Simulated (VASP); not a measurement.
Input of a VASP 6.6.1 run:

The input INCAR:

```
SYSTEM = Se
PREC = Accurate
ENCUT = 520
EDIFF = 1E-6
ISMEAR = -1
SIGMA = 0.05
LREAL = .False.
LASPH = .True.
NELM = 80
ALGO = Normal
ISIF = 2
LWAVE = .False.
LCHARG = .True.
LELF = .True.
LVHAR = .True.
NBANDS = 13
```

File KPOINTS:

```
regular mesh
0
Gamma
  9 9 9
  0 0 0
```

Contents of POSCAR:

```
Se
1.0
    0.0000000000      2.9719609764      2.9719609764
    2.9719609764      0.0000000000      2.9719609764
    2.9719609764      2.9719609764      0.0000000000
Se
2
Direct
   -0.1700000000     -0.1100000000     -0.1100000000
    0.1700000000      0.1100000000      0.1100000000
```

Potentials or basis: VASP PAW LDA potentials, release 64 (Se).

Command:

```console
$ cat potpaw_LDA.64/Se/POTCAR > POTCAR
$ mpirun -np 1 vasp_std > vasp.out
```

(1) Predict the pressure.

(2) Estimate the band gap on the k mesh.

## Answers

(1) 8.1 GPa.

(2) zero (bands 6 and 7 overlap by 2.41 eV).

Caveat: the cell differs from its parent crystal (shortest bond scaled by 0.88); the cell stands under pressure.
